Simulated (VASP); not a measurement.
# ZrSi2 (Cmcm) in VASP: further runs

Runs on ZrSi2. Level: PBE. Tasks: single point.

All numbers are computed with VASP 6.6.1; they aren't measurements. Logs are shortened: lines on timing, memory, paths and dates and some standing lists are left out, and cuts for length are marked.

### 1 The cell of the first run

Symmetry: Cmcm, No. 63, orthorhombic system. Conventional cell: a = 3.704 Å, b = 14.787 Å, c = 3.680 Å, α = 90.00°, β = 90.00°, γ = 90.00°. Within 3.6 Å of Zr (site symmetry m2m) lie 10 Si at 2.72 to 2.99 Å. Si (site symmetry m2m) has 2 Si at 2.42 Å and 6 Zr at 2.72 to 2.99 Å within 3.2 Å. Within 3.4 Å of Si (site symmetry m2m) lie 4 Si at 2.61 Å and 4 Zr at 2.82 to 2.83 Å.

### 2 Single point, PBE

File INCAR:

```
  ALGO = Normal
  EDIFF = 1E-7
  ENCUT = 520
  GGA = PE
  ISIF = 2
  ISMEAR = 0
  LASPH = T
  LCHARG = F
  LREAL = F
  LWAVE = F
  NBANDS = 29
  NELM = 60
  PREC = Accurate
  SIGMA = 0.1
```

File KPOINTS:

```
k-points
0
Gamma
  10 10 10
```

File POSCAR:

```
ZrSi2
1.0
    1.8520790234     -7.3936682813      0.0000000000
    1.8520790234      7.3936682813      0.0000000000
    0.0000000000      0.0000000000      3.6796405708
Zr Si
2 4
Direct
    0.8946607861      0.1053392139      0.2500000000
    0.1053392139      0.8946607861      0.7500000000
    0.4469112875      0.5530887125      0.7500000000
    0.5530887125      0.4469112875      0.2500000000
    0.2502888143      0.7497111857      0.2500000000
    0.7497111857      0.2502888143      0.7500000000
```

Potentials or basis: VASP PAW PBE potentials, release 64 (Zr_sv, Si).

Command:

```bash
cat potpaw_PBE.64/Zr_sv/POTCAR potpaw_PBE.64/Si/POTCAR > POTCAR
mpirun -np 1 vasp_std > vasp.out
```

OUTCAR:

```text
EDIFF = 1E-7
   ENCUT = 520
   GGA = PE
   ISIF = 2
   ISMEAR = 0
   LASPH = T
   LREAL = F
   NELM = 60
   PREC = Accurate

 ion  position               nearest neighbor table
   1  0.895  0.105  0.250-   3 2.72   3 2.72   3 2.72   3 2.72   6 2.82   6 2.82   5 2.83   5 2.83
                             4 2.99   4 2.99   2 3.62   2 3.62
   2  0.105  0.895  0.750-   4 2.72   4 2.72   4 2.72   4 2.72   5 2.82   5 2.82   6 2.83   6 2.83
                             3 2.99   3 2.99   1 3.62   1 3.62
   3  0.447  0.553  0.750-   4 2.42   4 2.42   1 2.72   1 2.72   1 2.72   1 2.72   2 2.99   2 2.99

   4  0.553  0.447  0.250-   3 2.42   3 2.42   2 2.72   2 2.72   2 2.72   2 2.72   1 2.99   1 2.99

   5  0.250  0.750  0.250-   6 2.61   6 2.61   6 2.61   6 2.61   2 2.82   2 2.82   1 2.83   1 2.83

   6  0.750  0.250  0.750-   5 2.61   5 2.61   5 2.61   5 2.61   1 2.82   1 2.82   2 2.83   2 2.83

  LATTYP: Found a base centered orthorhombic cell.
 ALAT       =     3.7041580468
 B/A-ratio  =     3.9920911516
 C/A-ratio  =     0.9933810934

  Lattice vectors:

 A1 = (   1.8520790234,  -7.3936682813,   0.0000000000)
 A2 = (   1.8520790234,   7.3936682813,   0.0000000000)
 A3 = (   0.0000000000,   0.0000000000,   3.6796405708)

Analysis of symmetry for initial positions (statically):
=====================================================================
 Subroutine PRICEL returns:
 Original cell was already a primitive cell.

 Routine SETGRP: Setting up the symmetry group for a
 base centered orthorhombic supercell.

 Subroutine GETGRP returns: Found  8 space group operations
 (whereof  4 operations were pure point group operations)
 out of a pool of  8 trial point group operations.

The static configuration has the point symmetry C_2h.
 The point group associated with its full space group is D_2h.

Analysis of symmetry for dynamics (positions and initial velocities):
=====================================================================
 Subroutine PRICEL returns:
 Original cell was already a primitive cell.

 Routine SETGRP: Setting up the symmetry group for a
 base centered orthorhombic supercell.

 Subroutine GETGRP returns: Found  8 space group operations
 (whereof  4 operations were pure point group operations)
 out of a pool of  8 trial point group operations.

The dynamic configuration has the point symmetry C_2h.
 The point group associated with its full space group is D_2h.

 Subroutine INISYM returns: Found  8 space group operations
[... 103 lines left out ...]
   ENCUT  =  520.0 eV  38.22 Ry    6.18 a.u.  14.17 14.17  6.84*2*pi/ulx,y,z
   NELM   =     60;   NELMIN=  2; NELMDL= -5     # of ELM steps
   EDIFF  = 0.1E-06   stopping-criterion for ELM
   LREAL  =      F    real-space projection
   EDIFFG = 0.1E-05   stopping-criterion for IOM
   NSW    =      0    number of steps for IOM
   IBRION =     -1    ionic relax: 0-MD 1-quasi-New 2-CG
   NFREE  =      0    steps in history (QN), initial steepest desc. (CG)
   ISIF   =      2    stress and relaxation
   ISYM   =      2    0-nonsym 1-usesym 2-fastsym
   POTIM  = 0.5000    time-step for ionic-motion
   TEBEG  =    0.0;   TEEND  =   0.0 temperature during run
   PSTRESS=    0.0 pullay stress
   NELECT =      40.0000    total number of electrons
   NUPDOWN=      -1.0000    fix difference up-down
   EMIN   =  10.00;   EMAX   =-10.00  energy-range for DOS
   EFERMI =   0.00;   METHOD = LEGACY
   ISMEAR =     0;   SIGMA  =   0.10  broadening in eV -4-tet -1-fermi 0-gaus
   EFERMI_NEDOS =   21; number of points for ismear=-14 and -15
   IALGO  =     38    algorithm
   IMIX   =      4    mixing-type and parameters
     AMIX     =   0.40;   BMIX     =  1.00
     AMIX_MAG =   1.60;   BMIX_MAG =  1.00
  volume/ion in A,a.u.               =      16.80       113.34
  Fermi-wavevector in a.u.,A,eV,Ry     =   1.203123  2.273572 19.694486  1.447504
  Thomas-Fermi vector in A             =   2.338885
   LORBIT       =      0    0 simple, 1 ext, 2 COOP (PROOUT), +10 PAW based schemes
   GGA     = PE    functional components
   LHFCALC =     F    Hartree Fock is set to
   AEXX    =    0.0000 exact exchange contribution
   IVDW    =     0    specifies the selected vdW correction
   LEPSILON=     F    determine dielectric tensor
   LRPA    =     F    only Hartree local field effects (RPA)
 non-spin polarized calculation
 Gauss-broadening in eV      SIGMA  =   0.10
  energy-cutoff  :      520.00
  volume of cell :      100.78
 maximum number of plane-waves:      2736
 NGX is ok and might be reduce to    60
   NGX = 29   NGY = 29   NGZ = 13

 number of electron      40.0000000 magnetization

 Free energy of the ion-electron system (eV)
  ---------------------------------------------------
  ext. energy  EPLUGINS =         0.00000000
  ---------------------------------------------------
  free energy    TOTEN  =       -42.72005341 eV

  energy without entropy =      -42.71319982  energy(sigma->0) =      -42.71662662

 E-fermi :   9.9913     XC(G=0): -11.2523

 val. band max:        9.9904772949   @ k =   0.5000   0.4000   0.3000
 cond. band min:      10.0026029802   @ k =   0.5000   0.2000   0.1000
 fundamental gap:      0.0121256853
 Fermi energy:         9.9912647941

 k-point     1 :       0.0000    0.0000    0.0000
  band No.  band energies     occupation
      1     -38.8045      2.00000
      2     -38.7925      2.00000
      3     -17.0340      2.00000
      4     -16.8941      2.00000
      5     -16.8733      2.00000
      6     -16.8726      2.00000
[... 757 lines left out ...]
     28      13.7493      0.00000
     29      13.9988      0.00000

 [... further k-points ...]
[... 5 lines left out ...]
  --------------------------------------------------------------------------------------
  -------------------------------------------------------------------------------------
  Total        0.0363935      0.0329967      0.0046007      0.0000000      0.0000000      0.0000000
  in kB        0.5786017      0.5245977      0.0731447      0.0000000      0.0000000      0.0000000
  external PRESSURE =       0.3921147 kB  Pullay stress =       0.0000000 kB

 VOLUME and BASIS-vectors are now :
 -----------------------------------------------------------------------------
  energy-cutoff  :      520.00
  volume of cell :      100.78
      direct lattice vectors                 reciprocal lattice vectors
     1.852079023 -7.393668281  0.000000000     0.269966882 -0.067625430  0.000000000
     1.852079023  7.393668281  0.000000000     0.269966882  0.067625430  0.000000000
     0.000000000  0.000000000  3.679640571     0.000000000  0.000000000  0.271765674

 POSITION                                       TOTAL-FORCE (eV/Angst)
 -----------------------------------------------------------------------------------
      1.85208     -5.83598      0.91991         0.000000      0.001139     -0.000000
      1.85208      5.83598      2.75973         0.000000     -0.001139      0.000000
      1.85208      0.78504      2.75973         0.000000     -0.009703      0.000000
      1.85208     -0.78504      0.91991         0.000000      0.009703      0.000000
      1.85208      3.69256      0.91991         0.000000     -0.000052      0.000000
      1.85208     -3.69256      2.75973         0.000000      0.000052      0.000000
 -----------------------------------------------------------------------------------
    total drift:                                0.000000     -0.000000     -0.000000

  FREE ENERGIE OF THE ION-ELECTRON SYSTEM (eV)
  ---------------------------------------------------
  free  energy   TOTEN  =       -42.7200534114 eV

  energy  without entropy=      -42.7131998219  energy(sigma->0) =      -42.71662662
```

It took 5.3 min on 1 thread of Intel Xeon 6975P-C (Granite Rapids), shared host; peak memory 0.61 GiB.

What came out:

```yaml
Free_energy: -42.7201 eV
Pressure: 0.0 GPa
Largest_force: 0.010 eV/Å
Band_gap_on_the_k_mesh: zero (band 20 reaches 10.50 eV, above the bottom of band 21 at 9.55 eV)
```

Forces in eV/Å, atoms in the order of the input:
```
Zr   0.000  0.001  0.000
Zr   0.000 -0.001  0.000
Si   0.000 -0.010  0.000
Si   0.000  0.010  0.000
Si   0.000  0.000  0.000
Si   0.000  0.000  0.000
```

Levels at points of the mesh, in eV from the Fermi level:
| k point | band 17 | band 18 | band 19 | band 20 | band 21 | band 22 | band 23 | band 24 |
| --- | --- | --- | --- | --- | --- | --- | --- | --- |
| (0.00, 0.00, 0.00) | -2.39 | -2.37 | -2.32 | -0.09 | 1.11 | 1.39 | 1.40 | 1.59 |
| (0.50, 0.00, 0.00) | -1.82 | -1.49 | -0.86 | -0.45 | -0.44 | 0.90 | 0.91 | 2.07 |
| (0.50, 0.50, 0.00) | -2.63 | -1.89 | -1.48 | 0.31 | 1.02 | 1.13 | 1.48 | 1.70 |
| (0.00, 0.00, 0.50) | -1.89 | -1.89 | -0.07 | -0.07 | 0.09 | 0.09 | 1.56 | 1.56 |
| (0.50, 0.00, 0.50) | -3.25 | -3.25 | -2.14 | -2.14 | 2.12 | 2.12 | 3.08 | 3.08 |
| (0.50, 0.50, 0.50) | -2.19 | -2.19 | -0.89 | -0.89 | 0.05 | 0.05 | 2.27 | 2.27 |

### 3 Single point, PBE

File INCAR:

```
SYSTEM = ZrSi2
PREC = Accurate
ENCUT = 500
EDIFF = 1E-6
ISMEAR = 0
SIGMA = 0.1
LREAL = .False.
LASPH = .True.
NELM = 120
ALGO = Normal
ISIF = 2
LWAVE = .False.
LCHARG = .False.
GGA = PE
NBANDS = 29
GGA_COMPAT = .False.
```

File KPOINTS:

```
regular mesh
0
Gamma
  6 6 6
  0 0 0
```

File POSCAR:

```
ZrSi2
1.0
    1.8417421100     -7.4355685300      0.0000000000
    1.8417421100      7.4355685300      0.0000000000
    0.0000000000      0.0000000000      3.6732512100
Zr Si
2 4
Direct
    0.8940881300      0.1059118700      0.2500000000
    0.1059118700      0.8940881300      0.7500000000
    0.4485385800      0.5514614200      0.7500000000
    0.5514614200      0.4485385800      0.2500000000
    0.2502490200      0.7497509800      0.2500000000
    0.7497509800      0.2502490200      0.7500000000
```

Potentials or basis: VASP PAW PBE potentials, release 64 (Zr_sv, Si).

Command:

```bash
cat potpaw_PBE.64/Zr_sv/POTCAR potpaw_PBE.64/Si/POTCAR > POTCAR
mpirun -np 1 vasp_std > vasp.out
```

Wall time 2.9 min (1 thread of Intel Xeon Platinum 8259CL at 2.50GHz (Skylake/Cascade Lake), shared host); peak memory 0.34 GiB.

The run converged. Its results:

```
Free energy            : -42.7004 eV
Pressure               : 0.8 GPa
Largest force          : 0.198 eV/Å
Band gap on the k mesh : zero (band 20 reaches 10.41 eV, above the bottom of band 21 at 9.57 eV)
```

Forces in eV/Å, atoms in the order of the input:
```
Zr   0.000 -0.068  0.000
Zr   0.000  0.068  0.000
Si   0.000  0.198  0.000
Si   0.000 -0.198  0.000
Si   0.000  0.028  0.000
Si   0.000 -0.028  0.000
```

Stress tensor (GPa, compression positive):
```
1.52 0.00 0.00
0.00 0.20 0.00
0.00 0.00 0.57
```

Levels at points of the mesh, in eV from the Fermi level:
```tsv
k point	band 18	band 19	band 20	band 21	band 22	band 23
(0.00, 0.00, 0.00)	-2.36	-2.35	-0.12	1.17	1.34	1.35
(0.50, 0.00, 0.00)	-1.45	-0.91	-0.44	-0.44	0.87	0.87
(0.50, 0.50, 0.00)	-1.87	-1.53	0.31	1.09	1.12	1.53
(0.00, 0.00, 0.50)	-1.90	-0.04	-0.04	-0.01	-0.01	1.55
(0.50, 0.00, 0.50)	-3.31	-2.09	-2.09	2.09	2.09	3.16
(0.50, 0.50, 0.50)	-2.12	-0.87	-0.87	0.02	0.02	2.27
```
